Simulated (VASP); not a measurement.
# MgS (Fm-3m) in VASP: notebook, part 2 of 2

VASP 6.6.1. The steps go on from the part before.

## Step 5: Single point, r2SCAN

This run uses another cell than the first one, of 16.82 Å³/atom, 1.030 times its volume.

POSCAR reads:

```
MgS
1.0
    2.5621183234      2.5621183234      0.0000000000
   -2.5621183234      2.5621183234      0.0000000000
    0.0000000000      2.5621183234      2.5621183234
Mg S
1 1
Direct
    0.0000000000      0.0000000000      0.0000000000
    0.5000000000      0.5000000000      0.0000000000
```

INCAR.step1 reads:

```
SYSTEM = MgS
ALGO = Normal
EDIFF = 1E-4
ENCUT = 520
GGA = PE
ISMEAR = 0
LASPH = .True.
LCHARG = .False.
LREAL = .False.
LWAVE = .True.
NBANDS = 11
NELM = 80
PREC = Accurate
SIGMA = 0.01
```

INCAR.step2 reads:

```
SYSTEM = MgS
ALGO = Normal
EDIFF = 1E-7
ENCUT = 520
ISIF = 2
ISMEAR = 0
ISTART = 1
LASPH = .True.
LCHARG = .False.
LMIXTAU = .True.
LREAL = .False.
LWAVE = .False.
METAGGA = R2SCAN
NBANDS = 11
NELM = 80
PREC = Accurate
SIGMA = 0.01
```

KPOINTS reads:

```
k-points
0
Gamma
  8 8 8
  0 0 0
```

Potentials or basis: VASP PAW PBE potentials, release 64 (Mg, S).

Launch:

```sh
> cat potpaw_PBE.64/Mg/POTCAR potpaw_PBE.64/S/POTCAR > POTCAR
> cp INCAR.step1 INCAR
> mpirun -np 1 vasp_std > vasp.out
> cp INCAR.step2 INCAR
> mpirun -np 1 vasp_std > vasp.out
```

OUTCAR:

```text
SYSTEM = MgS
   EDIFF = 1E-7
   ENCUT = 520
   ISIF = 2
   ISMEAR = 0
   ISTART = 1
   LASPH = .True.
   LREAL = .False.
   METAGGA = R2SCAN
   NELM = 80
   PREC = Accurate

 ion  position               nearest neighbor table
   1  0.000  0.000  0.000-   2 2.56   2 2.56   2 2.56   2 2.56   2 2.56   2 2.56
   2  0.500  0.500  0.000-   1 2.56   1 2.56   1 2.56   1 2.56   1 2.56   1 2.56

  LATTYP: Found a face centered cubic cell.
 ALAT       =     5.1242366468

  Lattice vectors:

 A1 = (   0.0000000000,   2.5621183234,   2.5621183234)
 A2 = (   2.5621183234,   0.0000000000,   2.5621183234)
 A3 = (   2.5621183234,   2.5621183234,   0.0000000000)

Analysis of symmetry for initial positions (statically):
=====================================================================
 Subroutine PRICEL returns:
 Original cell was already a primitive cell.

 Routine SETGRP: Setting up the symmetry group for a
 face centered cubic supercell.

 Subroutine GETGRP returns: Found 48 space group operations
 (whereof 48 operations were pure point group operations)
 out of a pool of 48 trial point group operations.

The static configuration has the point symmetry O_h .

Analysis of symmetry for dynamics (positions and initial velocities):
=====================================================================
 Subroutine PRICEL returns:
 Original cell was already a primitive cell.

 Routine SETGRP: Setting up the symmetry group for a
 face centered cubic supercell.

 Subroutine GETGRP returns: Found 48 space group operations
 (whereof 48 operations were pure point group operations)
 out of a pool of 48 trial point group operations.

The dynamic configuration has the point symmetry O_h .

 Subroutine INISYM returns: Found 48 space group operations
 (whereof 48 operations are pure point group operations),
 and found     1 'primitive' translations

----------------------------------------------------------------------------------------

                                     Primitive cell

  volume of cell :      33.6378

  direct lattice vectors                    reciprocal lattice vectors
     2.562118323  2.562118323  0.000000000     0.195151018  0.195151018 -0.195151018
    -2.562118323  2.562118323  0.000000000    -0.195151018  0.195151018 -0.195151018
     0.000000000  2.562118323  2.562118323     0.000000000  0.000000000  0.390302037

  length of vectors
     3.623382481  3.623382481  3.623382481     0.338011479  0.338011479  0.390302037

  position of ions in fractional coordinates (direct lattice)
     0.000000000  0.000000000  0.000000000
     0.500000000  0.500000000  0.000000000

  ion indices of the primitive-cell ions
   primitive index   ion index
                 1           1
                 2           2

----------------------------------------------------------------------------------------

 KPOINTS: k-points

Automatic generation of k-mesh.
 Grid dimensions read from file:
 generate k-points for:    8    8    8

 Generating k-lattice:

  Cartesian coordinates                     Fractional coordinates (reciprocal lattice)
     0.024393877  0.024393877 -0.024393877     0.125000000  0.000000000  0.000000000
[... 39 lines left out ...]
  0.500000  0.250000  0.125000     24.000000
 [... further k-points ...]
   k-points           NKPTS =     29   k-points in BZ     NKDIM =     29   number of bands    NBANDS=     11
   number of dos      NEDOS =    301   number of ions     NIONS =      2
   total plane-waves  NPLWV =  21952
   dimension x,y,z NGX =    28 NGY =   28 NGZ =   28
   dimension x,y,z NGXF=    56 NGYF=   56 NGZF=   56
   ions per type =               1   1
   NGX,Y,Z   is equivalent  to a cutoff of  12.85, 12.85, 12.85 a.u.
   NGXF,Y,Z  is equivalent  to a cutoff of  25.69, 25.69, 25.69 a.u.
 SYSTEM =  MgS
   PREC   = accura    normal or accurate (medium, high low for compatibility)
   ISTART =      1    job   : 0-new  1-cont  2-samecut
   ICHARG =      0    charge: 1-file 2-atom 10-const
   ISPIN  =      1    spin polarized calculation?
   LNONCOLLINEAR =      F non collinear calculations
   LSORBIT =      F    spin-orbit coupling
   LASPH  =      T    aspherical Exc in radial PAW
   ENCUT  =  520.0 eV  38.22 Ry    6.18 a.u.   6.74  6.74  6.74*2*pi/ulx,y,z
   NELM   =     80;   NELMIN=  2; NELMDL=  0     # of ELM steps
   EDIFF  = 0.1E-06   stopping-criterion for ELM
   LREAL  =      F    real-space projection
   EDIFFG = 0.1E-05   stopping-criterion for IOM
   NSW    =      0    number of steps for IOM
   IBRION =     -1    ionic relax: 0-MD 1-quasi-New 2-CG
   NFREE  =      0    steps in history (QN), initial steepest desc. (CG)
   ISIF   =      2    stress and relaxation
   ISYM   =      2    0-nonsym 1-usesym 2-fastsym
   POTIM  = 0.5000    time-step for ionic-motion
   TEBEG  =    0.0;   TEEND  =   0.0 temperature during run
   PSTRESS=    0.0 pullay stress
   NELECT =       8.0000    total number of electrons
   NUPDOWN=      -1.0000    fix difference up-down
   EMIN   =  10.00;   EMAX   =-10.00  energy-range for DOS
   EFERMI =   0.00;   METHOD = LEGACY
   ISMEAR =     0;   SIGMA  =   0.01  broadening in eV -4-tet -1-fermi 0-gaus
   EFERMI_NEDOS =   21; number of points for ismear=-14 and -15
   IALGO  =     38    algorithm
   IMIX   =      4    mixing-type and parameters
     AMIX     =   0.40;   BMIX     =  1.00
     AMIX_MAG =   1.60;   BMIX_MAG =  1.00
  volume/ion in A,a.u.               =      16.82       113.50
  Fermi-wavevector in a.u.,A,eV,Ry     =   1.014290  1.916731 13.997470  1.028785
  Thomas-Fermi vector in A             =   2.147509
   LORBIT       =      0    0 simple, 1 ext, 2 COOP (PROOUT), +10 PAW based schemes
   METAGGA = R2SCAN    functional components
   LHFCALC =     F    Hartree Fock is set to
   AEXX    =    0.0000 exact exchange contribution
   IVDW    =     0    specifies the selected vdW correction
   LEPSILON=     F    determine dielectric tensor
   LRPA    =     F    only Hartree local field effects (RPA)
 non-spin polarized calculation
 Gauss-broadening in eV      SIGMA  =   0.01
  energy-cutoff  :      520.00
  volume of cell :       33.64
 maximum number of plane-waves:       934
   NGX = 13   NGY = 13   NGZ = 13

 number of electron       7.9999998 magnetization

 Free energy of the ion-electron system (eV)
  ---------------------------------------------------
  ext. energy  EPLUGINS =         0.00000000
  ---------------------------------------------------
  free energy    TOTEN  =       -15.49596062 eV

  energy without entropy =      -15.49596062  energy(sigma->0) =      -15.49596062

 E-fermi :   4.0206     XC(G=0): -10.2950

 val. band max:        3.9124226359   @ k =   0.0000   0.0000   0.0000
 cond. band min:       7.4442781108   @ k =   0.5000   0.5000   0.0000
 fundamental gap:      3.5318554750
 Fermi energy:         4.0206103317

 k-point     1 :       0.0000    0.0000    0.0000
  band No.  band energies     occupation
      1      -9.5480      2.00000
      2       3.9124      2.00000
      3       3.9124      2.00000
      4       3.9124      2.00000
      5       8.9258      0.00000
      6      12.4068      0.00000
      7      12.4068      0.00000
      8      12.4068      0.00000
      9      14.9046      0.00000
     10      14.9046      0.00000
     11      17.5818      0.00000
[... 309 lines left out ...]
 k-point    24 :       0.5000    0.2500    0.1250
  band No.  band energies     occupation
      1      -7.8715      2.00000
      2      -0.6701      2.00000
      3       1.6040      2.00000
      4       2.6507      2.00000
      5      10.2383      0.00000
      6      10.7832      0.00000
      7      13.1602      0.00000
      8      14.3629      0.00000
      9      17.2414      0.00000
     10      18.7400      0.00000
     11      20.6779      0.00000

 [... further k-points ...]

------------------------ aborting loop because EDIFF is reached ----------------------------------------

  FORCE on cell =-STRESS in cart. coord.  units (eV):
  Direction    XX          YY          ZZ          XY          YZ          ZX
  --------------------------------------------------------------------------------------
  -------------------------------------------------------------------------------------
  Total        0.7368191      0.7368191      0.7368191      0.0000000      0.0000000     -0.0000000
  in kB       35.0948942     35.0948942     35.0948942      0.0000000      0.0000000     -0.0000000
  external PRESSURE =      35.0948942 kB  Pullay stress =       0.0000000 kB

 VOLUME and BASIS-vectors are now :
 -----------------------------------------------------------------------------
  energy-cutoff  :      520.00
  volume of cell :       33.64
      direct lattice vectors                 reciprocal lattice vectors
     2.562118323  2.562118323  0.000000000     0.195151018  0.195151018 -0.195151018
    -2.562118323  2.562118323  0.000000000    -0.195151018  0.195151018 -0.195151018
     0.000000000  2.562118323  2.562118323     0.000000000  0.000000000  0.390302037

 POSITION                                       TOTAL-FORCE (eV/Angst)
 -----------------------------------------------------------------------------------
      0.00000      0.00000      0.00000         0.000000      0.000000      0.000000
      0.00000      2.56212      0.00000        -0.000000     -0.000000      0.000000
 -----------------------------------------------------------------------------------
    total drift:                               -0.000000      0.000000     -0.000000

  FREE ENERGIE OF THE ION-ELECTRON SYSTEM (eV)
  ---------------------------------------------------
  free  energy   TOTEN  =       -15.4959606214 eV

  energy  without entropy=      -15.4959606214  energy(sigma->0) =      -15.49596062
```

Run time: 32 s. Hardware: 1 thread of Intel Xeon 6975P-C (Granite Rapids), shared host; peak memory 0.16 GiB.

What came out:

- Free energy: -15.4960 eV
- Pressure: 3.5 GPa
- Band gap on the k mesh: 3.53 eV, indirect (least direct gap 5.01 eV)

Levels at points of the mesh, in eV from the valence-band top:
```csv
k point,band 1,band 2,band 3,band 4,band 5,band 6,band 7,band 8,band 9
"(0.00, 0.00, 0.00)",-13.46,0.00,0.00,0.00,5.01,8.49,8.49,8.49,10.99
"(0.50, 0.00, 0.00)",-12.01,-5.13,-0.68,-0.68,5.28,7.55,7.55,11.76,13.53
"(0.50, 0.50, 0.00)",-11.58,-4.52,-1.84,-1.84,3.53,4.78,13.62,13.63,15.04
```

Caveat: the PAW data sets were made with another functional, which shifts forces and pressure a little. A k mesh can miss the band edges.

## Step 6: Single point, r2SCAN

This run uses another cell than the first one, of 17.19 Å³/atom, 1.052 times its volume.

POSCAR reads:

```
MgS
1.0
    2.5808600341      2.5808600341      0.0000000000
   -2.5808600341      2.5808600341      0.0000000000
    0.0000000000      2.5808600341      2.5808600341
Mg S
1 1
Direct
    0.0000000000      0.0000000000      0.0000000000
    0.5000000000      0.5000000000      0.0000000000
```

INCAR.step1 reads:

```
ALGO     = Normal         # electronic algorithm
EDIFF    = 1E-4           # SCF threshold, eV
ENCUT    = 520            # plane-wave cutoff, eV
GGA      = PE             # functional
ISMEAR   = 0              # smearing method
LASPH    = T              # aspherical terms in the spheres
LCHARG   = F              # write CHGCAR
LREAL    = F              # projectors in reciprocal space
LWAVE    = T              # write WAVECAR
NBANDS   = 11             # bands
NELM     = 80             # most SCF steps
PREC     = Accurate       # precision mode
SIGMA    = 0.01           # smearing width, eV
```

INCAR.step2 reads:

```
ALGO     = Normal         # electronic algorithm
EDIFF    = 1E-7           # SCF threshold, eV
ENCUT    = 520            # plane-wave cutoff, eV
ISIF     = 2              # what is computed and relaxed
ISMEAR   = 0              # smearing method
ISTART   = 1            
LASPH    = T              # aspherical terms in the spheres
LCHARG   = F              # write CHGCAR
LMIXTAU  = T            
LREAL    = F              # projectors in reciprocal space
LWAVE    = F              # write WAVECAR
METAGGA  = R2SCAN         # meta-GGA
NBANDS   = 11             # bands
NELM     = 80             # most SCF steps
PREC     = Accurate       # precision mode
SIGMA    = 0.01           # smearing width, eV
```

KPOINTS reads:

```
k-points
0
Gamma
  8 8 8
```

Potentials or basis: VASP PAW PBE potentials, release 64 (Mg, S).

Launch:

```sh
> cat potpaw_PBE.64/Mg/POTCAR potpaw_PBE.64/S/POTCAR > POTCAR
> cp INCAR.step1 INCAR
> mpirun -np 1 vasp_std > vasp.out
> cp INCAR.step2 INCAR
> mpirun -np 1 vasp_std > vasp.out
```

Run time: 32 s. Hardware: 1 thread of Intel Xeon 6975P-C (Granite Rapids), shared host; peak memory 0.16 GiB.

It converged, with:

* Free energy: -15.5077 eV
* Pressure: 1.5 GPa
* Band gap on the k mesh: 3.49 eV, indirect (least direct gap 4.82 eV)

Levels at points of the mesh, in eV from the valence-band top:
```csv
k point,band 1,band 2,band 3,band 4,band 5,band 6,band 7,band 8
"(0.00, 0.00, 0.00)",-13.33,0.00,0.00,0.00,4.82,8.51,8.51,8.51
"(0.50, 0.00, 0.00)",-11.93,-5.01,-0.65,-0.65,5.25,7.53,7.53,11.51
"(0.50, 0.50, 0.00)",-11.53,-4.40,-1.78,-1.78,3.49,4.85,13.40,13.56
```

Caveat: the PAW data sets were made with another functional, which shifts forces and pressure a little.

## Step 7: The runs side by side

| cell | gap on the mesh (eV) | pressure (GPa) |
| --- | --- | --- |
| a = 3.588 Å, angles 60.0, 60.0, 90.0°, 2 atoms | 3.59 | 6.5 |
| a = 3.623 Å, angles 60.0, 60.0, 90.0°, 2 atoms | 3.53 | 3.5 |
| a = 3.650 Å, angles 60.0, 60.0, 90.0°, 2 atoms | 3.49 | 1.5 |

Alike in all rows: task single point; level r2SCAN; potentials or basis VASP PAW PBE potentials, release 64 (Mg, S); no spin polarisation; k mesh 8 × 8 × 8; cutoff (eV) 520; smearing gaussian 0.01 eV.

Caveats: the PAW data sets were made with another functional, which shifts forces and pressure a little.

Absolute energies hang on the potentials; compare differences alone.
